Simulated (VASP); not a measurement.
# TePb (Fm-3m) in VASP: further runs

The runs below take TePb through single point, with LDA.

All numbers are computed with VASP 6.6.1; they aren't measurements. Logs are shortened: lines on timing, memory, paths and dates and some standing lists are left out, and cuts for length are marked.

## Step 1: The cell of the first run

Symmetry: Fm-3m, No. 225, cubic system. The conventional cell has a = 6.079 Å, b = 6.079 Å, c = 6.079 Å, α = 90.00°, β = 90.00°, γ = 90.00°. Te (site symmetry m-3m) has 6 Pb at 3.04 Å within 4.0 Å. Within 4.0 Å of Pb (site symmetry m-3m) lie 6 Te at 3.04 Å.

## Step 2: Single point, LDA

INCAR

```
PREC = Accurate
ENCUT = 520
EDIFF = 1E-7
ISMEAR = 0
SIGMA = 0.01
LREAL = F
LASPH = T
NELM = 100
ALGO = Normal
ISIF = 2
LWAVE = F
LCHARG = T
LELF = T
LVHAR = T
NBANDS = 17
```

KPOINTS

```
regular mesh
0
Gamma
  6 6 6
```

POSCAR

```
TePb
1.0
    0.0000000000      3.0393846266      3.0393846266
    3.0393846266      0.0000000000      3.0393846266
    3.0393846266      3.0393846266      0.0000000000
Te Pb
1 1
Direct
    0.5000000000      0.5000000000      0.5000000000
    0.0000000000      0.0000000000      0.0000000000
```

Potentials or basis: VASP PAW LDA potentials, release 64 (Te, Pb_d).

Run with:

```sh
cat potpaw_LDA.64/Te/POTCAR potpaw_LDA.64/Pb_d/POTCAR > POTCAR
mpirun -np 1 vasp_std > vasp.out
```

OUTCAR:

```text
PREC = Accurate
   ENCUT = 520
   EDIFF = 1E-7
   ISMEAR = 0
   LREAL = F
   LASPH = T
   NELM = 100
   ISIF = 2

 ion  position               nearest neighbor table
   1  0.500  0.500  0.500-   2 3.04   2 3.04   2 3.04   2 3.04   2 3.04   2 3.04
   2  0.000  0.000  0.000-   1 3.04   1 3.04   1 3.04   1 3.04   1 3.04   1 3.04

  LATTYP: Found a face centered cubic cell.
 ALAT       =     6.0787692532

  Lattice vectors:

 A1 = (   0.0000000000,   3.0393846266,   3.0393846266)
 A2 = (   3.0393846266,   0.0000000000,   3.0393846266)
 A3 = (   3.0393846266,   3.0393846266,   0.0000000000)

Analysis of symmetry for initial positions (statically):
=====================================================================
 Subroutine PRICEL returns:
 Original cell was already a primitive cell.

 Routine SETGRP: Setting up the symmetry group for a
 face centered cubic supercell.

 Subroutine GETGRP returns: Found 48 space group operations
 (whereof 48 operations were pure point group operations)
 out of a pool of 48 trial point group operations.

The static configuration has the point symmetry O_h .

Analysis of symmetry for dynamics (positions and initial velocities):
=====================================================================
 Subroutine PRICEL returns:
 Original cell was already a primitive cell.

 Routine SETGRP: Setting up the symmetry group for a
 face centered cubic supercell.

 Subroutine GETGRP returns: Found 48 space group operations
 (whereof 48 operations were pure point group operations)
 out of a pool of 48 trial point group operations.

The dynamic configuration has the point symmetry O_h .

 Subroutine INISYM returns: Found 48 space group operations
 (whereof 48 operations are pure point group operations),
 and found     1 'primitive' translations

----------------------------------------------------------------------------------------

                                     Primitive cell

  volume of cell :      56.1548

  direct lattice vectors                    reciprocal lattice vectors
     0.000000000  3.039384627  3.039384627    -0.164506985  0.164506985  0.164506985
     3.039384627  0.000000000  3.039384627     0.164506985 -0.164506985  0.164506985
     3.039384627  3.039384627  0.000000000     0.164506985  0.164506985 -0.164506985

  length of vectors
     4.298338960  4.298338960  4.298338960     0.284934456  0.284934456  0.284934456

  position of ions in fractional coordinates (direct lattice)
     0.500000000  0.500000000  0.500000000
     0.000000000  0.000000000  0.000000000

  ion indices of the primitive-cell ions
   primitive index   ion index
                 1           1
                 2           2

----------------------------------------------------------------------------------------

 KPOINTS: regular mesh

Automatic generation of k-mesh.
 Grid dimensions read from file:
 generate k-points for:    6    6    6

 Generating k-lattice:

  Cartesian coordinates                     Fractional coordinates (reciprocal lattice)
    -0.027417831  0.027417831  0.027417831     0.166666667  0.000000000  0.000000000
     0.027417831 -0.027417831  0.027417831     0.000000000  0.166666667  0.000000000
     0.027417831  0.027417831 -0.027417831     0.000000000  0.000000000  0.166666667

  Length of vectors
     0.047489076  0.047489076  0.047489076

  Shift w.r.t. Gamma in fractional coordinates (k-lattice)
     0.000000000  0.000000000  0.000000000

 Subroutine IBZKPT returns following result:
 ===========================================

 Found     16 irreducible k-points:

 Following reciprocal coordinates:
            Coordinates               Weight
  0.000000  0.000000  0.000000      1.000000
  0.166667  0.000000  0.000000      8.000000
  0.333333  0.000000  0.000000      8.000000
  0.500000  0.000000  0.000000      4.000000
  0.166667  0.166667  0.000000      6.000000
  0.333333  0.166667  0.000000     24.000000
[... 8 lines left out ...]
 -0.333333  0.333333  0.166667     24.000000
 -0.333333  0.500000  0.166667     12.000000
   k-points           NKPTS =     16   k-points in BZ     NKDIM =     16   number of bands    NBANDS=     17
   number of dos      NEDOS =    301   number of ions     NIONS =      2
   total plane-waves  NPLWV =  32768
   dimension x,y,z NGX =    32 NGY =   32 NGZ =   32
   dimension x,y,z NGXF=    64 NGYF=   64 NGZF=   64
   ions per type =               1   1
   NGX,Y,Z   is equivalent  to a cutoff of  12.38, 12.38, 12.38 a.u.
   NGXF,Y,Z  is equivalent  to a cutoff of  24.75, 24.75, 24.75 a.u.
 SYSTEM =  unknown system
   PREC   = accura    normal or accurate (medium, high low for compatibility)
   ISTART =      0    job   : 0-new  1-cont  2-samecut
   ICHARG =      2    charge: 1-file 2-atom 10-const
   ISPIN  =      1    spin polarized calculation?
   LNONCOLLINEAR =      F non collinear calculations
   LSORBIT =      F    spin-orbit coupling
   LASPH  =      T    aspherical Exc in radial PAW
   ENCUT  =  520.0 eV  38.22 Ry    6.18 a.u.   7.99  7.99  7.99*2*pi/ulx,y,z
   NELM   =    100;   NELMIN=  2; NELMDL= -5     # of ELM steps
   EDIFF  = 0.1E-06   stopping-criterion for ELM
   LREAL  =      F    real-space projection
   EDIFFG = 0.1E-05   stopping-criterion for IOM
   NSW    =      0    number of steps for IOM
   IBRION =     -1    ionic relax: 0-MD 1-quasi-New 2-CG
   NFREE  =      0    steps in history (QN), initial steepest desc. (CG)
   ISIF   =      2    stress and relaxation
   ISYM   =      2    0-nonsym 1-usesym 2-fastsym
   POTIM  = 0.5000    time-step for ionic-motion
   TEBEG  =    0.0;   TEEND  =   0.0 temperature during run
   PSTRESS=    0.0 pullay stress
   NELECT =      20.0000    total number of electrons
   NUPDOWN=      -1.0000    fix difference up-down
   EMIN   =  10.00;   EMAX   =-10.00  energy-range for DOS
   EFERMI =   0.00;   METHOD = LEGACY
   ISMEAR =     0;   SIGMA  =   0.01  broadening in eV -4-tet -1-fermi 0-gaus
   EFERMI_NEDOS =   21; number of points for ismear=-14 and -15
   IALGO  =     38    algorithm
   IMIX   =      4    mixing-type and parameters
     AMIX     =   0.40;   BMIX     =  1.00
     AMIX_MAG =   1.60;   BMIX_MAG =  1.00
  volume/ion in A,a.u.               =      28.08       189.48
  Fermi-wavevector in a.u.,A,eV,Ry     =   1.160439  2.192913 18.321875  1.346620
  Thomas-Fermi vector in A             =   2.297022
   LORBIT       =      0    0 simple, 1 ext, 2 COOP (PROOUT), +10 PAW based schemes
   GGA     = CA    functional components
   LHFCALC =     F    Hartree Fock is set to
   AEXX    =    0.0000 exact exchange contribution
   IVDW    =     0    specifies the selected vdW correction
   LEPSILON=     F    determine dielectric tensor
   LRPA    =     F    only Hartree local field effects (RPA)
 non-spin polarized calculation
 Gauss-broadening in eV      SIGMA  =   0.01
  energy-cutoff  :      520.00
  volume of cell :       56.15
 maximum number of plane-waves:      1527
   NGX = 15   NGY = 15   NGZ = 15

 number of electron      20.0000004 magnetization

 Free energy of the ion-electron system (eV)
  ---------------------------------------------------
  ext. energy  EPLUGINS =         0.00000000
  ---------------------------------------------------
  free energy    TOTEN  =        -8.52662144 eV

  energy without entropy =       -8.52662144  energy(sigma->0) =       -8.52662144

 E-fermi :   8.1884     XC(G=0): -10.4024

 val. band max:        8.1428590628   @ k =   0.5000   0.0000   0.0000
 cond. band min:       8.2973945896   @ k =   0.5000   0.0000   0.0000
 fundamental gap:      0.1545355268
 Fermi energy:         8.1883956242

 k-point     1 :       0.0000    0.0000    0.0000
  band No.  band energies     occupation
      1      -9.0736      2.00000
      2      -9.0736      2.00000
      3      -9.0419      2.00000
      4      -9.0419      2.00000
      5      -9.0419      2.00000
      6      -5.7227      2.00000
[... 9 lines left out ...]
     16      13.3758      0.00000
     17      14.5442      0.00000

 k-point     2 :       0.1667    0.0000    0.0000
  band No.  band energies     occupation
      1      -9.0819      2.00000
      2      -9.0819      2.00000
      3      -9.0416      2.00000
      4      -9.0341      2.00000
      5      -9.0341      2.00000
      6      -5.4199      2.00000
[... 9 lines left out ...]
     16      13.9568      0.00000
     17      16.7265      0.00000

 k-point     3 :       0.3333    0.0000    0.0000
  band No.  band energies     occupation
      1      -9.1008      2.00000
      2      -9.1008      2.00000
      3      -9.0417      2.00000
      4      -9.0157      2.00000
      5      -9.0157      2.00000
      6      -4.5650      2.00000
[... 9 lines left out ...]
     16      15.4602      0.00000
     17      19.9437      0.00000

 k-point     4 :       0.5000    0.0000    0.0000
  band No.  band energies     occupation
      1      -9.1106      2.00000
      2      -9.1106      2.00000
      3      -9.0421      2.00000
      4      -9.0061      2.00000
      5      -9.0061      2.00000
      6      -3.7448      2.00000
[... 9 lines left out ...]
     16      17.1540      0.00000
     17      17.7008      0.00000
[... 183 lines left out ...]
      1      -9.1622      2.00000
      2      -9.0806      2.00000
      3      -9.0436      2.00000
      4      -9.0111      2.00000
      5      -9.0020      2.00000
      6      -3.8545      2.00000
[... 9 lines left out ...]
     16      17.0140      0.00000
     17      17.8055      0.00000

 k-point    15 :      -0.3333    0.3333    0.1667
  band No.  band energies     occupation
      1      -9.1711      2.00000
      2      -9.0883      2.00000
      3      -9.0294      2.00000
      4      -9.0234      2.00000
      5      -8.9940      2.00000
      6      -3.2182      2.00000
[... 9 lines left out ...]
     16      18.3372      0.00000
     17      18.5683      0.00000

 k-point    16 :      -0.3333    0.5000    0.1667
  band No.  band energies     occupation
      1      -9.2052      2.00000
      2      -9.0717      2.00000
      3      -9.0471      2.00000
      4      -9.0077      2.00000
      5      -8.9863      2.00000
      6      -3.0772      2.00000
[... 9 lines left out ...]
     16      19.4138      0.00000
     17      19.5675      0.00000

------------------------ aborting loop because EDIFF is reached ----------------------------------------

  FORCE on cell =-STRESS in cart. coord.  units (eV):
  Direction    XX          YY          ZZ          XY          YZ          ZX
  --------------------------------------------------------------------------------------
  -------------------------------------------------------------------------------------
  Total        3.5629356      3.5629356      3.5629356      0.0000000     -0.0000000     -0.0000000
  in kB      101.6556625    101.6556625    101.6556625      0.0000000     -0.0000000     -0.0000000
  external PRESSURE =     101.6556625 kB  Pullay stress =       0.0000000 kB

 VOLUME and BASIS-vectors are now :
 -----------------------------------------------------------------------------
  energy-cutoff  :      520.00
  volume of cell :       56.15
      direct lattice vectors                 reciprocal lattice vectors
     0.000000000  3.039384627  3.039384627    -0.164506985  0.164506985  0.164506985
     3.039384627  0.000000000  3.039384627     0.164506985 -0.164506985  0.164506985
     3.039384627  3.039384627  0.000000000     0.164506985  0.164506985 -0.164506985

 POSITION                                       TOTAL-FORCE (eV/Angst)
 -----------------------------------------------------------------------------------
      3.03938      3.03938      3.03938         0.000000      0.000000      0.000000
      0.00000      0.00000      0.00000         0.000000      0.000000     -0.000000
 -----------------------------------------------------------------------------------
    total drift:                                0.000000     -0.000000     -0.000000

  FREE ENERGIE OF THE ION-ELECTRON SYSTEM (eV)
  ---------------------------------------------------
  free  energy   TOTEN  =        -8.5266214386 eV

  energy  without entropy=       -8.5266214386  energy(sigma->0) =       -8.52662144
```

Wall time 8.3 s (1 thread of Intel Xeon 6975P-C (Granite Rapids), shared host); peak memory 0.15 GiB.

Results:

| Quantity | Value |
| --- | --- |
| Free energy | -8.5266 eV |
| Pressure | 10.2 GPa |
| Band gap on the k mesh | 0.15 eV, direct |

Caveat: spin-orbit coupling is left out, which moves the levels of the heavy elements. A k mesh can miss the band edges.

## Step 3: Single point, LDA

This run uses another cell than the first one, of 30.31 Å³/atom, 1.080 times its volume.

INCAR

```
PREC = Accurate ; ENCUT = 520
EDIFF = 1E-6 ; ISMEAR = 0
SIGMA = 0.01 ; LREAL = F
LASPH = T ; NELM = 60
ALGO = Normal ; ISIF = 2
LWAVE = F ; LCHARG = F
GGA = CA ; NBANDS = 17
```

KPOINTS is that of step 2.

POSCAR

```
TePb
1.0
    0.0000000000      3.1180622003      3.1180622003
    3.1180622003      0.0000000000      3.1180622003
    3.1180622003      3.1180622003      0.0000000000
Te Pb
1 1
Direct
    0.5000000000      0.5000000000      0.5000000000
    0.0000000000      0.0000000000      0.0000000000
```

Potentials or basis: VASP PAW LDA potentials, release 64 (Te, Pb_d).

Run with:

```sh
cat potpaw_LDA.64/Te/POTCAR potpaw_LDA.64/Pb_d/POTCAR > POTCAR
mpirun -np 1 vasp_std > vasp.out
```

Run time: 9.8 s. Hardware: 1 thread of Intel Xeon 6975P-C (Granite Rapids), shared host; peak memory 0.17 GiB.

It converged, with:

```yaml
Free_energy: -8.7215 eV
Pressure: 4.1 GPa
Band_gap_on_the_k_mesh: 0.38 eV, direct
```

Levels at points of the mesh, in eV from the valence-band top:
| k point | band 8 | band 9 | band 10 | band 11 | band 12 | band 13 |
| --- | --- | --- | --- | --- | --- | --- |
| (0.00, 0.00, 0.00) | -1.81 | -1.81 | -1.81 | 4.05 | 4.05 | 4.05 |
| (0.50, 0.00, 0.00) | -1.25 | -1.25 | 0.00 | 0.38 | 0.88 | 0.88 |
| (0.50, 0.50, 0.00) | -5.45 | -3.50 | -3.50 | 2.73 | 5.74 | 5.74 |

Caveat: spin-orbit coupling is left out, which moves the levels of the heavy elements. A k mesh can miss the band edges.

## Step 4: Single point, LDA

This run uses another cell than the first one, of 29.09 Å³/atom, 1.036 times its volume.

INCAR

```
SYSTEM = TePb
PREC     = Accurate       ! precision mode
ENCUT    = 520            ! plane-wave cutoff, eV
EDIFF    = 1E-7           ! SCF threshold, eV
ISMEAR   = 0              ! smearing method
SIGMA    = 0.01           ! smearing width, eV
LREAL    = .False.        ! projectors in reciprocal space
LASPH    = .True.         ! aspherical terms in the spheres
NELM     = 100            ! most SCF steps
ALGO     = Normal         ! electronic algorithm
ISIF     = 2              ! what is computed and relaxed
LWAVE    = .False.        ! write WAVECAR
LCHARG   = .False.        ! write CHGCAR
NBANDS   = 17             ! bands
```

KPOINTS

```
Automatic mesh
0
Gamma
  6 6 6
  0 0 0
```

POSCAR

```
TePb
1.0
    0.0000000000      3.0755994117      3.0755994117
    3.0755994117      0.0000000000      3.0755994117
    3.0755994117      3.0755994117      0.0000000000
Te Pb
1 1
Direct
    0.5000000000      0.5000000000      0.5000000000
    0.0000000000      0.0000000000      0.0000000000
```

Run with:

```sh
cat potpaw_LDA.64/Te/POTCAR potpaw_LDA.64/Pb_d/POTCAR > POTCAR
mpirun -np 1 vasp_std > vasp.out
```

Run time: 6.8 s. Hardware: 1 thread of Intel Xeon 6975P-C (Granite Rapids), shared host; peak memory 0.15 GiB.

Results (log left out):

```yaml
Free_energy: -8.6362 eV
Pressure: 7.1 GPa
Band_gap_on_the_k_mesh: 0.26 eV, direct
```

Levels at points of the mesh, in eV from the valence-band top:
| k point | band 8 | band 9 | band 10 | band 11 | band 12 | band 13 |
| --- | --- | --- | --- | --- | --- | --- |
| (0.00, 0.00, 0.00) | -2.02 | -2.02 | -2.02 | 4.06 | 4.06 | 4.06 |
| (0.50, 0.00, 0.00) | -1.41 | -1.41 | 0.00 | 0.26 | 0.72 | 0.72 |
| (0.50, 0.50, 0.00) | -5.84 | -3.80 | -3.80 | 2.51 | 5.87 | 5.87 |

Caveat: spin-orbit coupling is left out, which moves the levels of the heavy elements. A k mesh can miss the band edges.

## Step 5: Single point, LDA

This run uses another cell than the first one, of 31.29 Å³/atom, 1.114 times its volume.

INCAR

```
SYSTEM = TePb
PREC = Accurate
ENCUT = 520
EDIFF = 1E-7
ISMEAR = 0
SIGMA = 0.01
LREAL = .FALSE.
LASPH = .TRUE.
NELM = 60
ALGO = Normal
ISIF = 2
LWAVE = .FALSE.
LCHARG = .FALSE.
NBANDS = 17
```

KPOINTS

```
Automatic mesh
0
G
  6 6 6
  0 0 0
```

POSCAR

```
TePb
1.0
    0.0000000000      3.1510822474      3.1510822474
    3.1510822474      0.0000000000      3.1510822474
    3.1510822474      3.1510822474      0.0000000000
Te Pb
1 1
Direct
    0.5000000000      0.5000000000      0.5000000000
    0.0000000000      0.0000000000      0.0000000000
```

Run with:

```sh
cat potpaw_LDA.64/Te/POTCAR potpaw_LDA.64/Pb_d/POTCAR > POTCAR
mpirun -np 1 vasp_std > vasp.out
```

Wall time 12 s (1 thread of Intel Xeon 6975P-C (Granite Rapids), shared host); peak memory 0.16 GiB.

It converged, with:

| Item | Value |
| --- | --- |
| Free energy | -8.7593 eV |
| Pressure | 2.1 GPa |
| Band gap on the k mesh | 0.46 eV, direct |

Levels at points of the mesh, in eV from the valence-band top:
```
           k point  band 7  band 8  band 9  band 10  band 11  band 12  band 13  band 14
(0.00, 0.00, 0.00)   -5.50   -1.67   -1.67    -1.67     4.04     4.04     4.04     5.58
(0.50, 0.00, 0.00)   -9.09   -1.13   -1.13     0.00     0.46     0.98     0.98     8.36
(0.50, 0.50, 0.00)   -7.51   -5.16   -3.28    -3.28     2.89     5.64     5.64     7.02
```

Caveat: spin-orbit coupling is left out, which moves the levels of the heavy elements.

## Step 6: Summary

| cell | gap on the mesh (eV) | pressure (GPa) |
| --- | --- | --- |
| a = 4.298 Å, angles 60.0°, 2 atoms | 0.15 | 10.2 |
| a = 4.410 Å, angles 60.0°, 2 atoms | 0.38 | 4.1 |
| a = 4.350 Å, angles 60.0°, 2 atoms | 0.26 | 7.1 |
| a = 4.456 Å, angles 60.0°, 2 atoms | 0.46 | 2.1 |

Alike in all rows: task single point; level LDA; potentials or basis VASP PAW LDA potentials, release 64 (Te, Pb_d); no spin polarisation; k mesh 6 × 6 × 6; cutoff (eV) 520; smearing gaussian 0.01 eV.

Caveats: spin-orbit coupling is left out, which moves the levels of the heavy elements.

Absolute energies hang on the potentials; compare differences alone.
